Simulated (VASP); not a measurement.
# MoS (F-43m) in VASP: a series of runs

The runs below take MoS through relaxation of cell and atoms, single point, with PBE+U.

Program: VASP 6.6.1. These are calculated values, not measurements. Logs are shortened: lines on timing, memory, paths and dates and some standing lists are left out, and cuts for length are marked.

## 1. The cell of the first run

The structure is cubic, space group F-43m (No. 216). The conventional cell has a = 5.951 Å, b = 5.951 Å, c = 5.951 Å, α = 90.00°, β = 90.00°, γ = 90.00°. Mo (site symmetry -43m) has 4 S at 2.58 Å within 3.4 Å. S (site symmetry -43m) has 4 Mo at 2.58 Å within 3.4 Å.

## 2. Relaxation of cell and atoms, PBE+U, collinear spin

INCAR reads:

```
  PREC = Accurate
  ENCUT = 600
  EDIFF = 1E-6
  ISMEAR = 0
  SIGMA = 0.1
  LREAL = F
  LASPH = T
  NELM = 150
  ALGO = Normal
  ISIF = 3
  LWAVE = F
  LCHARG = F
  ISPIN = 2
  MAGMOM = 2 0
  LORBIT = 11
  LMAXMIX = 4
  LDAU = T
  LDAUTYPE = 2
  LDAUL = 2 -1
  LDAUU = 4.38 0
  LDAUJ = 0 0
  LDAUPRINT = 1
  GGA = PE
  IBRION = 2
  NSW = 80
  EDIFFG = -0.01
```

KPOINTS reads:

```
regular mesh
0
Gamma
  12 12 12
```

POSCAR reads:

```
MoS
1.0
    0.0000000000      2.9755887196      2.9755887196
    2.9755887196      0.0000000000      2.9755887196
    2.9755887196      2.9755887196      0.0000000000
Mo S
1 1
Direct
    0.0000000000      0.0000000000      0.0000000000
    0.2500000000      0.2500000000      0.2500000000
```

Potentials or basis: VASP PAW PBE potentials, release 64 (Mo_sv, S).

The run is started by

```bash
$ cat potpaw_PBE.64/Mo_sv/POTCAR potpaw_PBE.64/S/POTCAR > POTCAR
$ mpirun -np 1 vasp_std > vasp.out
```

OUTCAR:

```text
PREC = Accurate
   ENCUT = 600
   EDIFF = 1E-6
   ISMEAR = 0
   LREAL = F
   LASPH = T
   NELM = 150
   ISIF = 3
   ISPIN = 2
   LORBIT = 11
   GGA = PE
   IBRION = 2
   NSW = 80
   EDIFFG = -0.01

 ion  position               nearest neighbor table
   1  0.000  0.000  0.000-   2 2.58   2 2.58   2 2.58   2 2.58
   2  0.250  0.250  0.250-   1 2.58   1 2.58   1 2.58   1 2.58

  LATTYP: Found a face centered cubic cell.
 ALAT       =     5.9511774392

  Lattice vectors:

 A1 = (   0.0000000000,   2.9755887196,   2.9755887196)
 A2 = (   2.9755887196,   0.0000000000,   2.9755887196)
 A3 = (   2.9755887196,   2.9755887196,   0.0000000000)

Analysis of symmetry for initial positions (statically):
=====================================================================
 Subroutine PRICEL returns:
 Original cell was already a primitive cell.

 Routine SETGRP: Setting up the symmetry group for a
 face centered cubic supercell.

 Subroutine GETGRP returns: Found 24 space group operations
 (whereof 24 operations were pure point group operations)
 out of a pool of 48 trial point group operations.

The static configuration has the point symmetry T_d .

Analysis of symmetry for dynamics (positions and initial velocities):
=====================================================================
 Subroutine PRICEL returns:
 Original cell was already a primitive cell.

 Routine SETGRP: Setting up the symmetry group for a
 face centered cubic supercell.

 Subroutine GETGRP returns: Found 24 space group operations
 (whereof 24 operations were pure point group operations)
 out of a pool of 48 trial point group operations.

The dynamic configuration has the point symmetry T_d .

Analysis of structural, dynamic, and magnetic symmetry:
=====================================================================
 Subroutine PRICEL returns:
 Original cell was already a primitive cell.

 Routine SETGRP: Setting up the symmetry group for a
 face centered cubic supercell.

 Subroutine GETGRP returns: Found 24 space group operations
 (whereof 24 operations were pure point group operations)
 out of a pool of 48 trial point group operations.

The overall configuration has the point symmetry T_d .

 Subroutine INISYM returns: Found 24 space group operations
[... 198 lines left out ...]
 k-point     1 :       0.0000    0.0000    0.0000
  band No.  band energies     occupation
      1     -56.6004      1.00000
      2     -30.8325      1.00000
      3     -30.8325      1.00000
      4     -30.8325      1.00000
      5      -8.5355      1.00000
      6       0.0513      1.00000
      7       0.0513      1.00000
      8       0.0513      1.00000
      9       2.4880      1.00000
     10       2.4880      1.00000
     11       5.3008      0.84784
     12       7.0798      0.00000
[... 882 lines left out ...]
  FREE ENERGIE OF THE ION-ELECTRON SYSTEM (eV)
  ---------------------------------------------------
  free  energy   TOTEN  =       -10.6801074978 eV

  energy  without entropy=      -10.6744955087  energy(sigma->0) =      -10.67730150

atom =   1  type =  1  l = 2

 onsite density matrix

spin component  1

  0.6878 -0.0000 -0.0000  0.0000 -0.0000
 -0.0000  0.6878  0.0000  0.0000 -0.0000
 -0.0000  0.0000  0.8221  0.0000  0.0000
  0.0000  0.0000  0.0000  0.6878  0.0000
 -0.0000 -0.0000  0.0000  0.0000  0.8221

spin component  2

  0.0659  0.0000 -0.0000 -0.0000 -0.0000
  0.0000  0.0659  0.0000 -0.0000 -0.0000
 -0.0000  0.0000  0.0181 -0.0000  0.0000
 -0.0000 -0.0000 -0.0000  0.0659  0.0000
 -0.0000 -0.0000  0.0000  0.0000  0.0181

 occupancies and eigenvectors

  o =  0.0181  v =  0.0000  0.0000  0.0000  0.0000  0.0000  0.0000  0.0000 -0.9996  0.0000 -0.0297      0.0000  0.0000  0.0000  0.0000  0.0000  0.0000  0.0000  0.0000  0.0000  0.0000
  o =  0.0181  v =  0.0000  0.0000  0.0000  0.0000  0.0000  0.0000 -0.0000 -0.0297 -0.0000  0.9996      0.0000  0.0000  0.0000  0.0000  0.0000  0.0000  0.0000  0.0000  0.0000  0.0000
  o =  0.0659  v =  0.0000  0.0000  0.0000  0.0000  0.0000  1.0000  0.0000  0.0000  0.0000  0.0000      0.0000  0.0000  0.0000  0.0000  0.0000  0.0000  0.0000  0.0000  0.0000  0.0000
  o =  0.0659  v =  0.0000  0.0000  0.0000  0.0000  0.0000  0.0000  0.0315  0.0000  0.9995  0.0000      0.0000  0.0000  0.0000  0.0000  0.0000  0.0000  0.0000  0.0000  0.0000  0.0000
  o =  0.0659  v =  0.0000  0.0000  0.0000  0.0000  0.0000  0.0000  0.9995  0.0000 -0.0315  0.0000      0.0000  0.0000  0.0000  0.0000  0.0000  0.0000  0.0000  0.0000  0.0000  0.0000
  o =  0.6878  v =  1.0000  0.0000  0.0000  0.0000  0.0000  0.0000  0.0000  0.0000  0.0000  0.0000      0.0000  0.0000  0.0000  0.0000  0.0000  0.0000  0.0000  0.0000  0.0000  0.0000
  o =  0.6878  v =  0.0000  0.9558 -0.0000 -0.2941 -0.0000  0.0000  0.0000  0.0000  0.0000  0.0000      0.0000  0.0000  0.0000  0.0000  0.0000  0.0000  0.0000  0.0000  0.0000  0.0000
  o =  0.6878  v =  0.0000  0.2941 -0.0000  0.9558  0.0000  0.0000  0.0000  0.0000  0.0000  0.0000      0.0000  0.0000  0.0000  0.0000  0.0000  0.0000  0.0000  0.0000  0.0000  0.0000
  o =  0.8221  v =  0.0000 -0.0000 -0.9816 -0.0000 -0.1911  0.0000  0.0000  0.0000  0.0000  0.0000      0.0000  0.0000  0.0000  0.0000  0.0000  0.0000  0.0000  0.0000  0.0000  0.0000
  o =  0.8221  v =  0.0000 -0.0000 -0.1911 -0.0000  0.9816  0.0000  0.0000  0.0000  0.0000  0.0000      0.0000  0.0000  0.0000  0.0000  0.0000  0.0000  0.0000  0.0000  0.0000  0.0000

--------------------------------------- Ionic step        3  -------------------------------------------

 number of electron      19.9999999 magnetization       4.0000000

 Free energy of the ion-electron system (eV)
  ---------------------------------------------------
  ext. energy  EPLUGINS =         0.00000000
  ---------------------------------------------------
  free energy    TOTEN  =       -10.68050758 eV

  energy without entropy =      -10.67489676  energy(sigma->0) =      -10.67770217

 E-fermi :   5.2981     XC(G=0):  -9.1781

 val. band max:        5.2943187193   @ k =   0.4167   0.3333   0.0833
 cond. band min:       5.3144253556   @ k =   0.5000   0.1667   0.0000
 fundamental gap:      0.0201066364
 Fermi energy:         5.2980589449

 spin component 1

 k-point     1 :       0.0000    0.0000    0.0000
  band No.  band energies     occupation
      1     -56.6622      1.00000
      2     -30.8940      1.00000
      3     -30.8940      1.00000
      4     -30.8940      1.00000
      5      -8.5668      1.00000
      6       0.0197      1.00000
      7       0.0197      1.00000
      8       0.0197      1.00000
      9       2.4324      1.00000
     10       2.4324      1.00000
     11       5.2306      0.83005
     12       6.9909      0.00000
[... 882 lines left out ...]
  FREE ENERGIE OF THE ION-ELECTRON SYSTEM (eV)
  ---------------------------------------------------
  free  energy   TOTEN  =       -10.6805075831 eV

  energy  without entropy=      -10.6748967603  energy(sigma->0) =      -10.67770217

 reached required accuracy - stopping structural energy minimisation

 total charge

# of ion       s       p       d       tot
------------------------------------------
    1        2.212   6.076   3.904  12.192
    2        1.325   2.390   0.000   3.714
--------------------------------------------------
tot          3.536   8.466   3.904  15.906

 magnetization (x)

# of ion       s       p       d       tot
------------------------------------------
    1        0.057   0.045   3.447   3.548
    2       -0.003  -0.178   0.000  -0.181
--------------------------------------------------
tot          0.054  -0.134   3.447   3.367
```

CONTCAR:

```text
MoS
   1.00000000000000
     0.0000000000000000    2.9600880069943494    2.9600880069943494
     2.9600880069943494    0.0000000000000000    2.9600880069943494
     2.9600880069943494    2.9600880069943494    0.0000000000000000
  Mo              S
     1     1
Direct
     0.0000000000000000    0.0000000000000000    0.0000000000000000
     0.2500000000000000    0.2500000000000000    0.2500000000000000

  0.00000000E+00  0.00000000E+00  0.00000000E+00
  0.00000000E+00  0.00000000E+00  0.00000000E+00
```

Wall time 2.8 min (1 thread of Intel Xeon 6975P-C (Granite Rapids), shared host); peak memory 0.32 GiB.

What came out:

```yaml
Free_energy: -10.6805 eV
Relaxed_volume: 25.94 Å³/atom
Relaxed_cell: a = 4.186 Å, b = 4.186 Å, c = 4.186 Å, α = 60.00°, β = 60.00°, γ = 60.00°
Space_group_after_relaxing_to_0.1_Å: F-43m (No. 216)
Energy_gained_by_relaxing: 1.2 meV/atom
Ionic_steps: 3
Pressure_after_relaxing: 0.0 GPa
Band_gap_on_the_k_mesh: zero (filled and empty bands overlap)
Net_moment: 4.00 μB per cell
Site_moments: Mo +3.55; S -0.18 μB
Valence_electrons_inside_the_program's_atomic_spheres: Mo 12.19; S 3.71
```

Step by step:
```tsv
step	energy change (eV)	largest force (eV/Å)	pressure (GPa)	volume (Å³)
1	0.0000	0.0000	-0.93	52.69
2	-0.0020	0.0000	0.40	51.54
3	-0.0024	0.0000	0.00	51.87
```

Final structure:
```yaml
crystal:
  lattice:
    - [0.00000, 2.96009, 2.96009]
    - [2.96009, 0.00000, 2.96009]
    - [2.96009, 2.96009, 0.00000]
  atoms:
    - { symbol: Mo, position: [0.00000, 0.00000, 0.00000] }
    - { symbol: S, position: [0.25000, 0.25000, 0.25000] }
```

Eigenvalues of the final occupation matrices:
```tsv
site	spin	trace	eigenvalues
site 1 d	1	3.71	0.69 0.69 0.69 0.82 0.82
site 1 d	2	0.23	0.02 0.02 0.07 0.07 0.07
```

## 3. Single point, PBE+U, collinear spin

This run uses another cell than the first one: it holds 4 atoms, not 2.

INCAR reads:

```
ALGO = Normal ; EDIFF = 1E-7
ENCUT = 520 ; GGA = PE
ISIF = 2 ; ISMEAR = 0
ISPIN = 2 ; LASPH = T
LCHARG = F ; LDAU = T
LDAUJ = 0 0 ; LDAUL = 2 -1
LDAUPRINT = 1 ; LDAUTYPE = 2
LDAUU = 4.38 0 ; LMAXMIX = 4
LORBIT = 11 ; LREAL = F
LWAVE = F ; MAGMOM = 2 -2 0 0
NBANDS = 32 ; NELM = 150
PREC = Accurate ; SIGMA = 0.1
```

KPOINTS reads:

```
k-points
0
Gamma
  12 12 6
```

POSCAR reads:

```
MoS
1.0
    0.0000000000      2.8296912642      2.8296912642
    2.8296912642      0.0000000000      2.8296912642
    5.6593825284      5.6593825284      0.0000000000
Mo S
2 2
Direct
    1.0000000000      0.0000000000      0.0000000000
    1.0000000000      0.0000000000      0.5000000000
    0.2500000000      0.2500000000      0.1250000000
    0.2500000000      0.2500000000      0.6250000000
```

Potentials or basis: VASP PAW PBE potentials, release 64 (Mo_sv, S).

The run is started by

```bash
$ cat potpaw_PBE.64/Mo_sv/POTCAR potpaw_PBE.64/S/POTCAR > POTCAR
$ mpirun -np 1 vasp_std > vasp.out
```

It took 11 min on 1 thread of Oxide Virtual Turin-like, shared host; peak memory 0.5 GiB.

The run converged. Its results:

* Free energy: -21.4470 eV
* Pressure: 4.1 GPa
* Band gap on the k mesh: zero (filled and empty bands overlap)
* Net moment: 0.00 μB per cell
* Site moments: Mo +3.05, -3.05; S -0.10, +0.10 μB
* Valence electrons inside the program's atomic spheres: Mo 12.25; S 3.76

Stress tensor (GPa, compression positive):
```
 4.09  0.92 -0.92
 0.92  4.09 -0.92
-0.92 -0.92  4.09
```

Levels at points of the mesh, in eV from the Fermi level:
Spin up:
```tsv
k point	band 18	band 19	band 20	band 21	band 22	band 23
(0.00, 0.00, 0.00)	-2.69	-0.50	0.65	1.24	1.24	2.14
(0.50, 0.00, 0.00)	-2.32	-1.86	-0.96	-0.01	1.28	1.85
(0.00, 0.00, 0.50)	-2.86	0.07	0.89	0.89	2.02	2.55
(0.50, 0.00, 0.50)	-2.36	-1.67	-1.59	-0.04	1.32	2.44
```
Spin down:
| k point | band 16 | band 17 | band 18 | band 19 | band 20 | band 21 | band 22 | band 23 | band 24 | band 25 |
| --- | --- | --- | --- | --- | --- | --- | --- | --- | --- | --- |
| (0.00, 0.00, 0.00) | -4.60 | -2.69 | -2.69 | -0.50 | 0.65 | 1.24 | 1.24 | 2.14 | 2.14 | 3.32 |
| (0.50, 0.00, 0.00) | -4.18 | -2.50 | -2.32 | -1.86 | -0.96 | -0.01 | 1.28 | 1.85 | 2.59 | 2.63 |
| (0.00, 0.00, 0.50) | -4.54 | -2.86 | -2.86 | 0.07 | 0.89 | 0.89 | 2.02 | 2.55 | 2.88 | 2.88 |
| (0.50, 0.00, 0.50) | -4.26 | -2.48 | -2.36 | -1.67 | -1.59 | -0.04 | 1.32 | 2.44 | 2.75 | 2.95 |

Eigenvalues of the final occupation matrices:
```
    site  spin  trace               eigenvalues
site 1 d     1   3.47  0.56 0.56 0.72 0.82 0.82
site 1 d     2   0.47  0.04 0.04 0.12 0.12 0.15
site 2 d     1   0.47  0.04 0.04 0.12 0.12 0.15
site 2 d     2   3.47  0.56 0.56 0.72 0.82 0.82
```

Caveat: the cell stands under pressure.

## 4. Single point, PBE+U, collinear spin

This run uses another cell than the first one: it holds 4 atoms, not 2.

INCAR reads:

```
SYSTEM = MoS
ALGO = Normal
EDIFF = 1E-7
ENCUT = 520
GGA = PE
ISIF = 2
ISMEAR = 0
ISPIN = 2
LASPH = .True.
LCHARG = .True.
LDAU = .True.
LDAUJ = 0 0
LDAUL = 2 -1
LDAUPRINT = 1
LDAUTYPE = 2
LDAUU = 4.38 0
LELF = .True.
LMAXMIX = 4
LORBIT = 11
LREAL = .False.
LVHAR = .True.
LWAVE = .False.
MAGMOM = 2 -2 0 0
NBANDS = 32
NELM = 150
PREC = Accurate
SIGMA = 0.1
```

KPOINTS reads:

```
k-points
0
Gamma
  12 12 6
  0 0 0
```

POSCAR reads:

```
MoS
1.0
    0.0000000000      3.0716410670      3.0716410670
    3.0716410670      0.0000000000      3.0716410670
    6.1432821341      6.1432821341      0.0000000000
Mo S
2 2
Direct
    1.0000000000      0.0000000000      0.0000000000
    1.0000000000      0.0000000000      0.5000000000
    0.2500000000      0.2500000000      0.1250000000
    0.2500000000      0.2500000000      0.6250000000
```

Potentials or basis: VASP PAW PBE potentials, release 64 (Mo_sv, S).

The run is started by

```bash
$ cat potpaw_PBE.64/Mo_sv/POTCAR potpaw_PBE.64/S/POTCAR > POTCAR
$ mpirun -np 1 vasp_std > vasp.out
```

OUTCAR:

```text
SYSTEM = MoS
   EDIFF = 1E-7
   ENCUT = 520
   GGA = PE
   ISIF = 2
   ISMEAR = 0
   ISPIN = 2
   LASPH = .True.
   LORBIT = 11
   LREAL = .False.
   NELM = 150
   PREC = Accurate

 ion  position               nearest neighbor table
   1  0.000  0.000  0.000-   3 2.66   3 2.66   3 2.66   4 2.66
   2  0.000  0.000  0.500-   4 2.66   4 2.66   4 2.66   3 2.66
   3  0.250  0.250  0.125-   1 2.66   1 2.66   1 2.66   2 2.66
   4  0.250  0.250  0.625-   2 2.66   2 2.66   2 2.66   1 2.66

  LATTYP: Found a trigonal (rhomboedric) cell.
 ALAT       =     7.5239532873
 COS(alpha) =     0.8333333333

[... 2022 lines left out ...]
      direct lattice vectors                 reciprocal lattice vectors
     0.000000000  3.071641067  3.071641067    -0.162779436  0.162779436  0.162779436
     3.071641067  0.000000000  3.071641067     0.162779436 -0.162779436  0.162779436
     6.143282134  6.143282134  0.000000000     0.081389718  0.081389718 -0.081389718

 POSITION                                       TOTAL-FORCE (eV/Angst)
 -----------------------------------------------------------------------------------
      0.00000      0.00000      0.00000         0.289085      0.289085     -0.289085
      3.07164      3.07164      0.00000         0.289085      0.289085     -0.289085
      1.53582      1.53582      1.53582        -0.289085     -0.289085      0.289085
      4.60746      4.60746      1.53582        -0.289085     -0.289085      0.289085
 -----------------------------------------------------------------------------------
    total drift:                               -0.000090     -0.000090      0.000088

  FREE ENERGIE OF THE ION-ELECTRON SYSTEM (eV)
  ---------------------------------------------------
  free  energy   TOTEN  =       -21.0866833542 eV

  energy  without entropy=      -21.0736483778  energy(sigma->0) =      -21.08016587

 total charge

# of ion       s       p       d       tot
------------------------------------------
    1        2.193   6.052   3.822  12.066
    2        2.193   6.052   3.822  12.066
    3        1.321   2.357   0.000   3.679
    4        1.321   2.357   0.000   3.679
--------------------------------------------------
tot          7.028  16.818   7.643  31.489

 magnetization (x)

# of ion       s       p       d       tot
------------------------------------------
    1        0.042   0.033   3.351   3.425
    2       -0.042  -0.033  -3.351  -3.425
    3       -0.006  -0.139   0.000  -0.145
    4        0.006   0.139   0.000   0.145
--------------------------------------------------
tot          0.000   0.000   0.000   0.000
```

OSZICAR:

```text
N       E                     dE             d eps       ncg     rms          rms(c)
DAV:   1     0.312273589132E+03    0.31227E+03   -0.21017E+04 14104   0.114E+03
DAV:   2    -0.403588435994E+01   -0.31631E+03   -0.30453E+03 14864   0.311E+02
DAV:   3    -0.186242910225E+02   -0.14588E+02   -0.14219E+02 16008   0.578E+01
[... 11 lines left out ...]
DAV:  15    -0.210866808862E+02   -0.23388E-04   -0.44916E-05 15536   0.262E-02    0.768E-03
DAV:  16    -0.210866821683E+02   -0.12821E-05   -0.19661E-06 13224   0.649E-03    0.406E-03
DAV:  17    -0.210866830631E+02   -0.89481E-06   -0.17485E-06 13624   0.503E-03    0.226E-03
DAV:  18    -0.210866833208E+02   -0.25765E-06   -0.72458E-07 13312   0.348E-03    0.766E-04
DAV:  19    -0.210866833542E+02   -0.33469E-07   -0.41636E-08  8592   0.114E-03
   1 F= -.21086683E+02 E0= -.21080166E+02  d E =-.130350E-01  mag=     0.0000
```

stdout:

```text
POSCAR found type information on POSCAR MoS
 POSCAR found :  2 types and       4 ions
 scaLAPACK will be used
 LDA part: xc-table for (Slater+PW92), standard interpolation
 -----------------------------------------------------------------------------
|                                                                             |
|           W    W    AA    RRRRR   N    N  II  N    N   GGGG   !!!           |
|           W    W   A  A   R    R  NN   N  II  NN   N  G    G  !!!           |
|           W    W  A    A  R    R  N N  N  II  N N  N  G       !!!           |
|           W WW W  AAAAAA  RRRRR   N  N N  II  N  N N  G  GGG   !            |
|           WW  WW  A    A  R   R   N   NN  II  N   NN  G    G                |
|           W    W  A    A  R    R  N    N  II  N    N   GGGG   !!!           |
|                                                                             |
|     Your reciprocal lattice and k-lattice belong to different lattice       |
|     classes:                                                                |
|                                                                             |
|        The reciprocal lattice is rhombohedral (trigonal),                   |
|        whereas your k-lattice is body-centered cubic.                       |
|                                                                             |
|     Results are often still useful ...                                      |
|                                                                             |
 -----------------------------------------------------------------------------

 POSCAR, INCAR and KPOINTS ok, starting setup
 FFT: planning ... GRIDC
 FFT: planning ... GRID_SOFT
 FFT: planning ... GRID
 WAVECAR not read
 entering main loop
```

It took 17 min on 1 thread of Oxide Virtual Turin-like, shared host; peak memory 0.61 GiB.

What came out:

| Item | Value |
| --- | --- |
| Free energy | -21.0867 eV |
| Pressure | -6.6 GPa |
| Band gap on the k mesh | zero (filled and empty bands overlap) |
| Net moment | 0.00 μB per cell |
| Site moments | Mo +3.42, -3.42; S -0.14, +0.14 μB |
| Valence electrons inside the program's atomic spheres | Mo 12.07; S 3.68 |

Stress tensor (GPa, compression positive):
```
-6.56  1.70 -1.70
 1.70 -6.56 -1.70
-1.70 -1.70 -6.56
```

Eigenvalues of the final occupation matrices:
| site | spin | trace | eigenvalues |
| --- | --- | --- | --- |
| site 1 d | 1 | 3.62 | 0.55 0.55 0.83 0.84 0.84 |
| site 1 d | 2 | 0.24 | 0.02 0.02 0.06 0.06 0.08 |
| site 2 d | 1 | 0.24 | 0.02 0.02 0.06 0.06 0.08 |
| site 2 d | 2 | 3.62 | 0.55 0.55 0.83 0.84 0.84 |

Caveat: the cell stands under tension.

## 5. Overview

| task | cell | k mesh | cutoff (eV) | gap on the mesh (eV) | pressure (GPa) | moment (μB) |
| --- | --- | --- | --- | --- | --- | --- |
| relaxation of cell and atoms | relaxed from a = 4.208 Å, angles 60.0°, 2 atoms, atomic positions A | 12 × 12 × 12 | 600 | none | 0.0 | 4.00 |
| single point | a = 4.002, b = 4.002, c = 8.004 Å, angles 60.0°, 4 atoms, atomic positions B | 12 × 12 × 6 | 520 | none | 4.1 | 0.00 |
| single point | a = 4.344, b = 4.344, c = 8.688 Å, angles 60.0°, 4 atoms, atomic positions B | 12 × 12 × 6 | 520 | none | -6.6 | 0.00 |

Alike in all rows: level PBE+U; potentials or basis VASP PAW PBE potentials, release 64 (Mo_sv, S); spin collinear; Mo d U = 4.38 eV; smearing gaussian 0.1 eV.

Caveats: the cell stands under pressure (at least some runs); the cell stands under tension (at least some runs).

Total energies depend on the potentials used, so only differences within one code and one set of settings carry meaning.
